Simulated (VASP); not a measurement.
# SrO (Fm-3m) in VASP: notebook, part 2 of 2

VASP 6.6.1.

**4. Single point, PBE**

INCAR reads:

```
PREC = Accurate ; ENCUT = 600
EDIFF = 1E-6 ; ISMEAR = 0
SIGMA = 0.1 ; LREAL = False
LASPH = True ; NELM = 120
ALGO = Normal ; ISIF = 2
LWAVE = False ; LCHARG = False
GGA = PE ; NELECT = 16.5
ISYM = 0 ; NBANDS = 15
GGA_COMPAT = False
```

KPOINTS reads:

```
Automatic mesh
0
Gamma
  7 1 3
  0 0 0.5
```

POSCAR reads:

```
SrO
1.0
    0.0000000000      2.5837846888      2.5837846888
    2.5837846888      0.0000000000      2.5837846888
    2.5837846888      2.5837846888      0.0000000000
Sr O
1 1
Direct
    0.5000000000      0.5000000000      0.5000000000
    0.0000000000      0.0000000000      0.0000000000
```

Potentials or basis: VASP PAW PBE potentials, release 64 (Sr_sv, O).

Command:

```sh
cat potpaw_PBE.64/Sr_sv/POTCAR potpaw_PBE.64/O/POTCAR > POTCAR
mpirun -np 1 vasp_std > vasp.out
```

OUTCAR:

```text
PREC = Accurate
   ENCUT = 600
   EDIFF = 1E-6
   ISMEAR = 0
   LREAL = False
   LASPH = True
   NELM = 120
   ISIF = 2
   GGA = PE
   NELECT = 16.5
   ISYM = 0

 ion  position               nearest neighbor table
   1  0.500  0.500  0.500-   2 2.58   2 2.58   2 2.58   2 2.58   2 2.58   2 2.58
   2  0.000  0.000  0.000-   1 2.58   1 2.58   1 2.58   1 2.58   1 2.58   1 2.58

IMPORTANT INFORMATION: All symmetrisations will be switched off!
NOSYMM: (Re-)initialisation of all symmetry stuff for point group C_1.

----------------------------------------------------------------------------------------
[... 358 lines left out ...]
  Direction    XX          YY          ZZ          XY          YZ          ZX
  --------------------------------------------------------------------------------------
  -------------------------------------------------------------------------------------
  Total        4.7808177      2.6766387      4.7808168     -0.1459811      0.1459828      3.9902261
  in kB      222.0310979    124.3086569    222.0310566     -6.7796664      6.7797446    185.3143822
  external PRESSURE =     189.4569371 kB  Pullay stress =       0.0000000 kB

 VOLUME and BASIS-vectors are now :
 -----------------------------------------------------------------------------
  energy-cutoff  :      600.00
  volume of cell :       34.50
      direct lattice vectors                 reciprocal lattice vectors
     0.000000000  2.583784689  2.583784689    -0.193514577  0.193514577  0.193514577
     2.583784689  0.000000000  2.583784689     0.193514577 -0.193514577  0.193514577
     2.583784689  2.583784689  0.000000000     0.193514577  0.193514577 -0.193514577

 POSITION                                       TOTAL-FORCE (eV/Angst)
 -----------------------------------------------------------------------------------
      2.58378      2.58378      2.58378         0.000000      0.000000      0.000000
      0.00000      0.00000      0.00000        -0.000000     -0.000000     -0.000000
 -----------------------------------------------------------------------------------
    total drift:                               -0.000001     -0.000000     -0.000000

  FREE ENERGIE OF THE ION-ELECTRON SYSTEM (eV)
  ---------------------------------------------------
  free  energy   TOTEN  =        -8.7696462533 eV

  energy  without entropy=       -8.7597982502  energy(sigma->0) =       -8.76472225
```

stdout:

```text
POSCAR found type information on POSCAR SrO
 POSCAR found :  2 types and       2 ions
 scaLAPACK will be used
 LDA part: xc-table for (Slater+PW92), standard interpolation
 -----------------------------------------------------------------------------
|                                                                             |
[... 14 lines left out ...]
|                                                                             |
 -----------------------------------------------------------------------------

 POSCAR, INCAR and KPOINTS ok, starting setup
 FFT: planning ... GRIDC
 FFT: planning ... GRID_SOFT
 FFT: planning ... GRID
 WAVECAR not read
 entering main loop
 the old and the new charge density differ
 old charge density:    16.00000 new   16.50000
    0.158E+01
```

Run time: 16 s. Hardware: 1 thread of AMD EPYC 7R13, shared host; peak memory 0.14 GiB.

The run converged, but its numbers aren't listed here, since they failed a check.

Caveat: the k points lie up to 2.11 Å⁻¹ apart; the cell carries a net charge on a neutralising background, which shifts energy and pressure; the cell is charged against a uniform background, so pressure and absolute levels hang on convention.

**5. Single point, PBE**

INCAR reads:

```
PREC = Accurate
ENCUT = 600
EDIFF = 1E-6
ISMEAR = 1
SIGMA = 0.065
LREAL = False
LASPH = True
NELM = 120
ALGO = Normal
ISIF = 2
LWAVE = False
LCHARG = False
GGA = PE
NBANDS = 15
GGA_COMPAT = False
```

KPOINTS reads:

```
regular mesh
0
Gamma
  6 6 6
```

POSCAR is that of step 4.

Command:

```sh
cat potpaw_PBE.64/Sr_sv/POTCAR potpaw_PBE.64/O/POTCAR > POTCAR
mpirun -np 1 vasp_std > vasp.out
```

Wall time 23 s (1 thread of AMD EPYC 7R13, shared host); peak memory 0.14 GiB.

The run converged. Its results:

```yaml
Free_energy: -12.0516 eV
Pressure: 1.8 GPa
Band_gap_on_the_k_mesh: 3.27 eV, indirect (least direct gap 3.37 eV)
```

Levels at points of the mesh, in eV from the valence-band top:
| k point | band 4 | band 5 | band 6 | band 7 | band 8 | band 9 | band 10 | band 11 | band 12 | band 13 |
| --- | --- | --- | --- | --- | --- | --- | --- | --- | --- | --- |
| (0.00, 0.00, 0.00) | -14.09 | -14.09 | 0.00 | 0.00 | 0.00 | 3.88 | 6.18 | 6.18 | 6.18 | 8.31 |
| (0.50, 0.00, 0.00) | -14.17 | -12.91 | -2.14 | -1.11 | -1.11 | 6.49 | 8.34 | 8.76 | 8.76 | 11.77 |
| (0.50, 0.50, 0.00) | -14.44 | -14.44 | -0.46 | -0.10 | -0.10 | 3.27 | 7.69 | 10.08 | 10.25 | 10.97 |

A k mesh can miss the band edges. PBE gaps usually lie below the measured ones, often by a third to a half.

**6. Single point, LDA**

INCAR reads:

```
ALGO = Normal
EDIFF = 1E-6
ENCUT = 600
GGA = CA
GGA_COMPAT = False
ISIF = 2
ISMEAR = 1
LASPH = True
LCHARG = False
LREAL = False
LWAVE = False
NBANDS = 15
NELM = 120
PREC = Accurate
SIGMA = 0.03
```

KPOINTS reads:

```
k-points
0
Gamma
  6 6 6
```

POSCAR is that of step 5.

Potentials or basis: VASP PAW LDA potentials, release 64 (Sr_sv, O).

Command:

```sh
cat potpaw_LDA.64/Sr_sv/POTCAR potpaw_LDA.64/O/POTCAR > POTCAR
mpirun -np 1 vasp_std > vasp.out
```

Run time: 24 s. Hardware: 1 thread of AMD EPYC 7R13, shared host; peak memory 0.12 GiB.

The run converged. Its results:

```
Free energy            : -13.3623 eV
Pressure               : -5.0 GPa
Band gap on the k mesh : 3.11 eV, indirect (least direct gap 3.21 eV)
```

Levels at points of the mesh, in eV from the valence-band top:
| k point | band 4 | band 5 | band 6 | band 7 | band 8 | band 9 | band 10 | band 11 | band 12 | band 13 |
| --- | --- | --- | --- | --- | --- | --- | --- | --- | --- | --- |
| (0.00, 0.00, 0.00) | -13.88 | -13.88 | 0.00 | 0.00 | 0.00 | 3.70 | 6.07 | 6.07 | 6.07 | 8.26 |
| (0.50, 0.00, 0.00) | -13.96 | -12.59 | -2.21 | -1.13 | -1.13 | 6.38 | 8.15 | 8.72 | 8.72 | 11.81 |
| (0.50, 0.50, 0.00) | -14.24 | -14.24 | -0.45 | -0.09 | -0.09 | 3.11 | 7.64 | 10.05 | 10.09 | 11.02 |

A k mesh can miss the band edges. LDA gaps usually lie below the measured ones, often by a third to a half.

**7. The runs side by side**

```csv
level,potentials or basis,k mesh,smearing,gap on the mesh (eV),pressure (GPa)
PBEsol+D4,"VASP PAW PBE potentials, release 64 (Sr_sv, O)",5 × 5 × 5,gaussian 0.1 eV,3.35,-2.8
PBE,"VASP PAW PBE potentials, release 64 (Sr_sv, O)",6 × 6 × 6,methfessel-paxton 0.065 eV,3.27,1.8
LDA,"VASP PAW LDA potentials, release 64 (Sr_sv, O)",6 × 6 × 6,methfessel-paxton 0.03 eV,3.11,-5.0
```

Alike in all rows: task single point; no spin polarisation; cell as given; cutoff (eV) 600.

Caveats: some runs use coarse meshes; the PAW data sets were made with another functional, which shifts forces and pressure a little (some runs).

Absolute energies hang on the potentials; compare differences alone.
